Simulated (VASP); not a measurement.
# W (R-3m) in VASP: further runs, part 2 of 3

VASP 6.6.1. Earlier steps stand in the parts before.

**3. Single point, PBEsol**

This run uses another cell than the first one, of the same volume but with other edges.

Contents of INCAR:

```
  PREC = Accurate
  ENCUT = 520
  EDIFF = 1E-7
  ISMEAR = 0
  SIGMA = 0.15
  LREAL = F
  LASPH = T
  NELM = 80
  ALGO = Fast
  ISIF = 2
  LWAVE = F
  LCHARG = T
  GGA = PS
  LELF = T
  LVHAR = T
  NBANDS = 13
```

Contents of KPOINTS:

```
regular mesh
0
Gamma
  24 24 24
```

Contents of POSCAR:

```
W
1.0
   -1.9635487370      1.6173912089      1.6173912089
    1.6173912089     -1.9635487370      1.6173912089
    1.6173912089      1.6173912089     -1.9635487370
W
1
Direct
    0.0000000000      0.0000000000      0.0000000000
```

Potentials or basis: VASP PAW PBE potentials, release 64 (W_sv).

Run with:

```
$ cat potpaw_PBE.64/W_sv/POTCAR > POTCAR
$ mpirun -np 1 vasp_std > vasp.out
```

OUTCAR:

```text
PREC = Accurate
   ENCUT = 520
   EDIFF = 1E-7
   ISMEAR = 0
   LREAL = F
   LASPH = T
   NELM = 80
   ISIF = 2
   GGA = PS

 ion  position               nearest neighbor table
   1  0.000  0.000  0.000-

  LATTYP: Found a trigonal (rhomboedric) cell.
 ALAT       =     3.0145368281
 COS(alpha) =    -0.4110840653

  Lattice vectors:

 A1 = (  -1.9635487370,   1.6173912089,   1.6173912089)
 A2 = (   1.6173912089,  -1.9635487370,   1.6173912089)
 A3 = (   1.6173912089,   1.6173912089,  -1.9635487370)

Analysis of symmetry for initial positions (statically):
=====================================================================
 Subroutine PRICEL returns:
 Original cell was already a primitive cell.

 Routine SETGRP: Setting up the symmetry group for a
 trigonal (rhombohedral) supercell.

 Subroutine GETGRP returns: Found 12 space group operations
 (whereof 12 operations were pure point group operations)
 out of a pool of 12 trial point group operations.

The static configuration has the point symmetry D_3d.

[... 167 lines left out ...]
  band No.  band energies     occupation
      1     -63.5545      2.00000
      2     -27.4123      2.00000
      3     -27.4123      2.00000
      4     -25.2314      2.00000
      5       1.6107      2.00000
      6       5.6792      2.00000
      7       9.2412      2.00000
      8       9.2412      2.00000
      9      16.5545      0.00000
     10      16.5545      0.00000
     11      21.7259      0.00000
     12      27.3049      0.00000
     13      27.3049      0.00000
[... 354 lines left out ...]
  band No.  band energies     occupation
      1     -62.8467      2.00000
      2     -30.2768      2.00000
      3     -27.0661      2.00000
      4     -26.8441      2.00000
      5       4.7549      2.00000
      6       6.9996      2.00000
      7      11.8314      0.00000
      8      12.0600      0.00000
      9      13.7018      0.00000
     10      16.2239      0.00000
     11      21.6072      0.00000
     12      27.6942      0.00000
     13      28.8088      0.00000

 [... further k-points ...]

------------------------ aborting loop because EDIFF is reached ----------------------------------------

  FORCE on cell =-STRESS in cart. coord.  units (eV):
  Direction    XX          YY          ZZ          XY          YZ          ZX
  --------------------------------------------------------------------------------------
  -------------------------------------------------------------------------------------
  Total        3.1249678      3.1249678      3.1249678      6.3552806      6.3552806      6.3552806
  in kB      307.1401952    307.1401952    307.1401952    624.6343265    624.6343265    624.6343265
  external PRESSURE =     307.1401952 kB  Pullay stress =       0.0000000 kB

 VOLUME and BASIS-vectors are now :
 -----------------------------------------------------------------------------
  energy-cutoff  :      520.00
  volume of cell :       16.30
      direct lattice vectors                 reciprocal lattice vectors
    -1.963548737  1.617391209  1.617391209     0.076041619  0.355297907  0.355297907
     1.617391209 -1.963548737  1.617391209     0.355297907  0.076041619  0.355297907
     1.617391209  1.617391209 -1.963548737     0.355297907  0.355297907  0.076041619

 POSITION                                       TOTAL-FORCE (eV/Angst)
 -----------------------------------------------------------------------------------
      0.00000      0.00000      0.00000        -0.000000      0.000000      0.000000
 -----------------------------------------------------------------------------------
    total drift:                                0.000000      0.000000     -0.000000

  FREE ENERGIE OF THE ION-ELECTRON SYSTEM (eV)
  ---------------------------------------------------
  free  energy   TOTEN  =       -11.9937899613 eV

  energy  without entropy=      -11.9870348099  energy(sigma->0) =      -11.99041239
```

OSZICAR:

```text
N       E                     dE             d eps       ncg     rms          rms(c)
DAV:   1     0.880088572929E+02    0.88009E+02   -0.75107E+03 34360   0.122E+03
DAV:   2    -0.107580212145E+02   -0.98767E+02   -0.94410E+02 38138   0.319E+02
DAV:   3    -0.124775275319E+02   -0.17195E+01   -0.17130E+01 38738   0.410E+01
DAV:   4    -0.124846479516E+02   -0.71204E-02   -0.71203E-02 37878   0.294E+00
DAV:   5    -0.124847112366E+02   -0.63285E-04   -0.63284E-04 39063   0.260E-01    0.254E+01
RMM:   6    -0.121092201099E+02    0.37549E+00   -0.24509E-01 37560   0.465E+00    0.122E+01
RMM:   7    -0.119957453828E+02    0.11347E+00   -0.22182E-01 38364   0.447E+00    0.573E-01
RMM:   8    -0.119936597821E+02    0.20856E-02   -0.16347E-02 41488   0.137E+00    0.204E-01
RMM:   9    -0.119937727048E+02   -0.11292E-03   -0.25808E-03 41572   0.586E-01    0.109E-01
RMM:  10    -0.119937791957E+02   -0.64909E-05   -0.41091E-04 43311   0.235E-01    0.165E-02
RMM:  11    -0.119937881460E+02   -0.89503E-05   -0.11321E-04 43197   0.113E-01    0.521E-03
RMM:  12    -0.119937895724E+02   -0.14263E-05   -0.17492E-05 44507   0.443E-02    0.465E-03
RMM:  13    -0.119937898240E+02   -0.25164E-06   -0.40992E-06 37799   0.202E-02    0.852E-04
RMM:  14    -0.119937899697E+02   -0.14568E-06   -0.80990E-07 32497   0.901E-03    0.793E-04
RMM:  15    -0.119937899613E+02    0.84001E-08   -0.22303E-07 27979   0.474E-03
   1 F= -.11993790E+02 E0= -.11990412E+02  d E =-.675515E-02
```

stdout:

```text
POSCAR found type information on POSCAR W
 POSCAR found :  1 types and       1 ions
 scaLAPACK will be used
 -----------------------------------------------------------------------------
|                                                                             |
|                                                                             |
[... 19 lines left out ...]
WARNING in EDDRMM: call to ZHEGV failed, returncode =   6  3     12
WARNING in EDDRMM: call to ZHEGV failed, returncode =   6  3     13
WARNING in EDDRMM: call to ZHEGV failed, returncode =   8  4     12
WARNING in EDDRMM: call to ZHEGV failed, returncode =   6  3     12
WARNING in EDDRMM: call to ZHEGV failed, returncode =   6  3     13
WARNING in EDDRMM: call to ZHEGV failed, returncode =   8  4     12
WARNING in EDDRMM: call to ZHEGV failed, returncode =   8  4     12
WARNING in EDDRMM: call to ZHEGV failed, returncode =   8  4     13
```

Wall time 6.1 min (1 thread of Intel Xeon 8259CL, shared host); peak memory 0.37 GiB.

What came out:

* Free energy: -11.9938 eV
* Pressure: 30.7 GPa
* Band gap on the k mesh: zero (bands 7 and 8 overlap by 4.67 eV)

Levels at points of the mesh, in eV from the Fermi level:
```tsv
k point	band 5	band 6	band 7	band 8	band 9	band 10
(0.00, 0.00, 0.00)	-9.42	-5.35	-1.79	-1.79	5.53	5.53
(0.50, 0.00, 0.00)	-6.32	-4.01	0.89	1.09	2.81	4.89
(0.50, 0.50, 0.00)	-6.62	-5.44	-1.08	3.05	5.67	6.51
(0.50, 0.50, 0.50)	-6.29	-6.29	2.89	2.89	7.03	7.63
```

Caveat: the cell stands under pressure; the PAW data sets were made with another functional, which shifts forces and pressure a little; spin-orbit coupling is left out, which moves the levels of the heavy elements.

**4. Single point, PBEsol**

This run uses another cell than the first one, of the same volume but with other edges.

Contents of INCAR:

```
ALGO = Fast ; EDIFF = 1E-6
ENCUT = 520 ; GGA = PS
ISIF = 2 ; ISMEAR = 0
LASPH = T ; LCHARG = F
LREAL = F ; LWAVE = F
NBANDS = 13 ; NELM = 60
PREC = Accurate ; SIGMA = 0.15
```

Contents of KPOINTS:

```
k-points
0
Gamma
  24 24 24
```

Contents of POSCAR:

```
W
1.0
   -1.2297739714      1.6191232596      1.6191232596
    1.6191232596     -1.2297739714      1.6191232596
    1.6191232596      1.6191232596     -1.2297739714
W
1
Direct
    0.0000000000      0.0000000000      0.0000000000
```

Potentials or basis: VASP PAW PBE potentials, release 64 (W_sv).

Run with:

```
$ cat potpaw_PBE.64/W_sv/POTCAR > POTCAR
$ mpirun -np 1 vasp_std > vasp.out
```

OUTCAR:

```text
EDIFF = 1E-6
   ENCUT = 520
   GGA = PS
   ISIF = 2
   ISMEAR = 0
   LASPH = T
   LREAL = F
   NELM = 60
   PREC = Accurate

 ion  position               nearest neighbor table
   1  0.000  0.000  0.000-

  LATTYP: Found a trigonal (rhomboedric) cell.
 ALAT       =     2.5991275998
 COS(alpha) =    -0.2014297014

  Lattice vectors:

 A1 = (  -1.2297739714,   1.6191232596,   1.6191232596)
 A2 = (   1.6191232596,  -1.2297739714,   1.6191232596)
 A3 = (   1.6191232596,   1.6191232596,  -1.2297739714)

Analysis of symmetry for initial positions (statically):
=====================================================================
 Subroutine PRICEL returns:
 Original cell was already a primitive cell.

 Routine SETGRP: Setting up the symmetry group for a
 trigonal (rhombohedral) supercell.

 Subroutine GETGRP returns: Found 12 space group operations
 (whereof 12 operations were pure point group operations)
 out of a pool of 12 trial point group operations.

The static configuration has the point symmetry D_3d.

Analysis of symmetry for dynamics (positions and initial velocities):
=====================================================================
 Subroutine PRICEL returns:
 Original cell was already a primitive cell.

 Routine SETGRP: Setting up the symmetry group for a
 trigonal (rhombohedral) supercell.

 Subroutine GETGRP returns: Found 12 space group operations
 (whereof 12 operations were pure point group operations)
 out of a pool of 12 trial point group operations.

The dynamic configuration has the point symmetry D_3d.

 Subroutine INISYM returns: Found 12 space group operations
 (whereof 12 operations are pure point group operations),
 and found     1 'primitive' translations

----------------------------------------------------------------------------------------

                                     Primitive cell
[... 114 lines left out ...]
   GGA     = PS    functional components
   LHFCALC =     F    Hartree Fock is set to
   AEXX    =    0.0000 exact exchange contribution
   IVDW    =     0    specifies the selected vdW correction
   LEPSILON=     F    determine dielectric tensor
   LRPA    =     F    only Hartree local field effects (RPA)
 non-spin polarized calculation
 RMM-DIIS sequential band-by-band and
 Gauss-broadening in eV      SIGMA  =   0.15
  energy-cutoff  :      520.00
  volume of cell :       16.30
 maximum number of plane-waves:       451
   NGX =  9   NGY =  9   NGZ =  9

 number of electron      14.0000005 magnetization

 Free energy of the ion-electron system (eV)
  ---------------------------------------------------
  ext. energy  EPLUGINS =         0.00000000
  ---------------------------------------------------
  free energy    TOTEN  =       -13.02333378 eV

  energy without entropy =      -13.01783948  energy(sigma->0) =      -13.02058663

 E-fermi :  10.9602     XC(G=0): -13.5238

 val. band max:       10.9520810120   @ k =  -0.3333   0.2083   0.0833
 cond. band min:      10.9621754707   @ k =  -0.2083   0.1667   0.1250
 fundamental gap:      0.0100944587
 Fermi energy:        10.9602164334

 k-point     1 :       0.0000    0.0000    0.0000
  band No.  band energies     occupation
      1     -63.2593      2.00000
      2     -27.0389      2.00000
      3     -26.6091      2.00000
      4     -26.6091      2.00000
      5       1.4846      2.00000
      6       7.0400      2.00000
      7       7.0400      2.00000
      8      13.5309      0.00000
      9      14.8630      0.00000
     10      14.8630      0.00000
     11      24.5173      0.00000
     12      24.5173      0.00000
     13      30.2476      0.00000
[... 354 lines left out ...]
  band No.  band energies     occupation
      1     -63.1352      2.00000
      2     -28.2397      2.00000
      3     -26.8507      2.00000
      4     -26.5527      2.00000
      5       4.9278      2.00000
      6       7.0198      2.00000
      7      10.2055      2.00000
      8      13.1585      0.00000
      9      13.7256      0.00000
     10      15.1131      0.00000
     11      21.3242      0.00000
     12      24.6164      0.00000
     13      29.0628      0.00000

 [... further k-points ...]

------------------------ aborting loop because EDIFF is reached ----------------------------------------

  FORCE on cell =-STRESS in cart. coord.  units (eV):
  Direction    XX          YY          ZZ          XY          YZ          ZX
  --------------------------------------------------------------------------------------
  -------------------------------------------------------------------------------------
  Total        0.7502300      0.7502300      0.7502300     -1.7306655     -1.7306655     -1.7306655
  in kB       73.7370117     73.7370117     73.7370117   -170.0999787   -170.0999787   -170.0999787
  external PRESSURE =      73.7370117 kB  Pullay stress =       0.0000000 kB

 VOLUME and BASIS-vectors are now :
 -----------------------------------------------------------------------------
  energy-cutoff  :      520.00
  volume of cell :       16.30
      direct lattice vectors                 reciprocal lattice vectors
    -1.229773971  1.619123260  1.619123260    -0.068045076  0.282967937  0.282967937
     1.619123260 -1.229773971  1.619123260     0.282967937 -0.068045076  0.282967937
     1.619123260  1.619123260 -1.229773971     0.282967937  0.282967937 -0.068045076

 POSITION                                       TOTAL-FORCE (eV/Angst)
 -----------------------------------------------------------------------------------
      0.00000      0.00000      0.00000        -0.000000      0.000000      0.000000
 -----------------------------------------------------------------------------------
    total drift:                                0.000000     -0.000000      0.000000

  FREE ENERGIE OF THE ION-ELECTRON SYSTEM (eV)
  ---------------------------------------------------
  free  energy   TOTEN  =       -13.0233337775 eV

  energy  without entropy=      -13.0178394760  energy(sigma->0) =      -13.02058663
```

stdout:

```text
POSCAR found type information on POSCAR W
 POSCAR found :  1 types and       1 ions
 scaLAPACK will be used
 -----------------------------------------------------------------------------
|                                                                             |
|                                                                             |
|     You enforced a specific xc type in the INCAR file but a different       |
|     I HOPE YOU KNOW WHAT YOU ARE DOING!                                     |
|                                                                             |
 -----------------------------------------------------------------------------

 LDA part: xc-table for (Slater+PW92), standard interpolation
 POSCAR, INCAR and KPOINTS ok, starting setup
 FFT: planning ... GRIDC
 FFT: planning ... GRID_SOFT
 FFT: planning ... GRID
 WAVECAR not read
 entering main loop
```

Run time: 4.6 min. Hardware: 1 thread of Intel Xeon 8259CL, shared host; peak memory 0.35 GiB.

Results:

```yaml
Free_energy: -13.0233 eV
Pressure: 7.4 GPa
Band_gap_on_the_k_mesh: zero (bands 7 and 8 overlap by 3.09 eV)
```

Caveat: the cell stands under pressure; the PAW data sets were made with another functional, which shifts forces and pressure a little; spin-orbit coupling is left out, which moves the levels of the heavy elements.

(Continued in part 3 of 3.)
